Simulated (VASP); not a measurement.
# CoO (R-3m) in VASP: notebook, part 2 of 2

VASP 6.6.1. The steps go on from the part before.

**3. Single point, PBE, collinear spin, ferromagnetic start**

The input, INCAR:

```
SYSTEM = CoO
  PREC = Accurate
  ENCUT = 520
  EDIFF = 1E-7
  ISMEAR = -1
  SIGMA = 0.05
  LREAL = .FALSE.
  LASPH = .TRUE.
  NELM = 150
  ALGO = Normal
  ISIF = 2
  LWAVE = .FALSE.
  LCHARG = .FALSE.
  ISPIN = 2
  MAGMOM = 1.5 0
  LORBIT = 11
  NUPDOWN = 1.5
  LMAXMIX = 4
  GGA = PE
  NBANDS = 18
```

The input, KPOINTS:

```
Automatic mesh
0
G
  9 9 9
  0 0 0
```

The input, POSCAR:

```
CoO
1.0
    1.5054695445      0.8691832468      2.4399269062
   -1.5054695445      0.8691832468      2.4399269062
    0.0000000000     -1.7383664936      2.4399269062
Co O
1 1
Direct
    0.0000000000      0.0000000000      0.0000000000
    0.5000000000      0.5000000000      0.5000000000
```

Potentials or basis: VASP PAW PBE potentials, release 64 (Co, O).

Command:

```
$ cat potpaw_PBE.64/Co/POTCAR potpaw_PBE.64/O/POTCAR > POTCAR
$ mpirun -np 1 vasp_std > vasp.out
```

Run time: 40 s. Hardware: 1 thread of Intel Xeon Platinum 8488C (Sapphire Rapids), shared host; peak memory 0.18 GiB.

The run converged. Its results:

```
Free energy                                           : -12.8804 eV
Pressure                                              : -11.1 GPa
Net moment                                            : 1.50 μB per cell
Site moments                                          : Co +1.47; O +0.01 μB
Valence electrons inside the program's atomic spheres : Co 7.89; O 4.94
```

Stress tensor (GPa, compression positive):
```
-11.21   0.00   0.00
  0.00 -11.21   0.00
  0.00   0.00 -10.98
```

Caveat: the total moment is fixed, so each spin has its own Fermi level; a cell with one magnetic atom can't hold antiferromagnetic order, which such compounds often take.

**4. Single point, PBE, collinear spin, ferromagnetic start**

The input, INCAR:

```
  ALGO = Normal
  EDIFF = 1E-7
  ENCUT = 520
  GGA = PE
  ISIF = 2
  ISMEAR = -1
  ISPIN = 2
  LASPH = T
  LCHARG = T
  LELF = T
  LMAXMIX = 4
  LORBIT = 11
  LREAL = F
  LVHAR = T
  LWAVE = F
  MAGMOM = 2 0
  NBANDS = 18
  NELM = 150
  NUPDOWN = 2.0
  PREC = Accurate
  SIGMA = 0.05
```

The input, KPOINTS:

```
k-points
0
Gamma
  9 9 9
```

POSCAR is that of step 3.

Command:

```
$ cat potpaw_PBE.64/Co/POTCAR potpaw_PBE.64/O/POTCAR > POTCAR
$ mpirun -np 1 vasp_std > vasp.out
```

It took 46 s on 1 thread of Intel Xeon Platinum 8488C (Sapphire Rapids), shared host; peak memory 0.18 GiB.

It converged, with:

- Free energy: -12.9811 eV
- Pressure: -7.8 GPa
- Net moment: 2.00 μB per cell
- Site moments: Co +1.89; O +0.08 μB
- Valence electrons inside the program's atomic spheres: Co 7.86; O 4.95

Caveat: the total moment is fixed, so each spin has its own Fermi level; a cell with one magnetic atom can't hold antiferromagnetic order, which such compounds often take.

**5. Single point, PBE, collinear spin, ferromagnetic start**

The input, INCAR:

```
SYSTEM = CoO
ALGO = Normal ; EDIFF = 1E-7
ENCUT = 520 ; GGA = PE
ISIF = 2 ; ISMEAR = -1
ISPIN = 2 ; LASPH = .True.
LCHARG = .False. ; LMAXMIX = 4
LORBIT = 11 ; LREAL = .False.
LWAVE = .False. ; MAGMOM = 2.5 0
NBANDS = 18 ; NELM = 150
NUPDOWN = 2.5 ; PREC = Accurate
SIGMA = 0.05
```

The input, KPOINTS:

```
k-points
0
Gamma
  9 9 9
  0 0 0
```

POSCAR is that of step 4.

Potentials or basis: VASP PAW PBE potentials, release 64 (Co, O).

Command:

```
$ cat potpaw_PBE.64/Co/POTCAR potpaw_PBE.64/O/POTCAR > POTCAR
$ mpirun -np 1 vasp_std > vasp.out
```

OUTCAR:

```text
SYSTEM = CoO
   EDIFF = 1E-7
   ENCUT = 520
   GGA = PE
   ISIF = 2
   ISMEAR = -1
   ISPIN = 2
   LASPH = .True.
   LORBIT = 11
   LREAL = .False.
   NELM = 150
   NUPDOWN = 2.5
   PREC = Accurate

 ion  position               nearest neighbor table
   1  0.000  0.000  0.000-   2 2.12   2 2.12   2 2.12   2 2.12   2 2.12   2 2.12
   2  0.500  0.500  0.500-   1 2.12   1 2.12   1 2.12   1 2.12   1 2.12   1 2.12

  LATTYP: Found a trigonal (rhomboedric) cell.
 ALAT       =     2.9958573687
 COS(alpha) =     0.4949531368

  Lattice vectors:

 A1 = (   1.5054695445,   0.8691832468,   2.4399269062)
 A2 = (  -1.5054695445,   0.8691832468,   2.4399269062)
 A3 = (   0.0000000000,  -1.7383664936,   2.4399269062)

Analysis of symmetry for initial positions (statically):
=====================================================================
 Subroutine PRICEL returns:
 Original cell was already a primitive cell.

 Routine SETGRP: Setting up the symmetry group for a
 trigonal (rhombohedral) supercell.

 Subroutine GETGRP returns: Found 12 space group operations
[... 696 lines left out ...]
 k-point     1 :       0.0000    0.0000    0.0000
  band No.  band energies     occupation
      1     -11.9535      1.00000
      2       5.1666      1.00000
      3       5.1666      1.00000
      4       5.2210      1.00000
      5       6.8908      1.00000
      6       6.8908      1.00000
[... 493 lines left out ...]
     17      39.6100      0.00000
     18      39.6503      0.00000

 [... further k-points ...]
[... 5 lines left out ...]
  --------------------------------------------------------------------------------------
  -------------------------------------------------------------------------------------
  Total       -0.4449908     -0.4449908     -0.4932157      0.0000000      0.0000000      0.0000000
  in kB      -37.2177555    -37.2177555    -41.2511541      0.0000000      0.0000000      0.0000000
  external PRESSURE =     -38.5622217 kB  Pullay stress =       0.0000000 kB

 VOLUME and BASIS-vectors are now :
 -----------------------------------------------------------------------------
  energy-cutoff  :      520.00
  volume of cell :       19.16
      direct lattice vectors                 reciprocal lattice vectors
     1.505469544  0.869183247  2.439926906     0.332122295  0.191750896  0.136616114
    -1.505469544  0.869183247  2.439926906    -0.332122295  0.191750896  0.136616114
     0.000000000 -1.738366494  2.439926906     0.000000000 -0.383501793  0.136616114

 POSITION                                       TOTAL-FORCE (eV/Angst)
 -----------------------------------------------------------------------------------
      0.00000      0.00000      0.00000         0.000000     -0.000000     -0.000000
      0.00000      0.00000      3.65989        -0.000000      0.000000      0.000000
 -----------------------------------------------------------------------------------
    total drift:                               -0.000000      0.000000     -0.000000

  FREE ENERGIE OF THE ION-ELECTRON SYSTEM (eV)
  ---------------------------------------------------
  free  energy   TOTEN  =       -13.0410021835 eV

  energy  without entropy=      -12.9982111995  energy(sigma->0) =      -13.01960669

 total charge

# of ion       s       p       d       tot
------------------------------------------
    1        0.293   0.356   7.185   7.833
    2        1.558   3.411   0.000   4.969
--------------------------------------------------
tot          1.851   3.766   7.185  12.802

 magnetization (x)

# of ion       s       p       d       tot
------------------------------------------
    1        0.021   0.017   2.234   2.272
    2        0.026   0.162   0.000   0.188
--------------------------------------------------
tot          0.047   0.179   2.234   2.460
```

It took 54 s on 1 thread of Intel Xeon Platinum 8488C (Sapphire Rapids), shared host; peak memory 0.18 GiB.

Results:

| Item | Value |
| --- | --- |
| Free energy | -13.0410 eV |
| Pressure | -3.9 GPa |
| Net moment | 2.50 μB per cell |
| Site moments | Co +2.27; O +0.19 μB |
| Valence electrons inside the program's atomic spheres | Co 7.83; O 4.97 |

Caveat: the total moment is fixed, so each spin has its own Fermi level; a cell with one magnetic atom can't hold antiferromagnetic order, which such compounds often take.

**6. Overview**

| fixed moment (μB) | pressure (GPa) | moment (μB) |
| --- | --- | --- |
| 1.0 | -14.3 | 1.00 |
| 1.5 | -11.1 | 1.50 |
| 2.0 | -7.8 | 2.00 |
| 2.5 | -3.9 | 2.50 |

Alike in all rows: task single point; level PBE; potentials or basis VASP PAW PBE potentials, release 64 (Co, O); spin collinear, ferromagnetic start; cell as given; k mesh 9 × 9 × 9; cutoff (eV) 520; smearing fermi-dirac 0.05 eV.

Caveats: the total moment is fixed, so each spin has its own Fermi level; a cell with one magnetic atom can't hold antiferromagnetic order, which such compounds often take.

Total energies depend on the potentials used, so only differences within one code and one set of settings carry meaning.
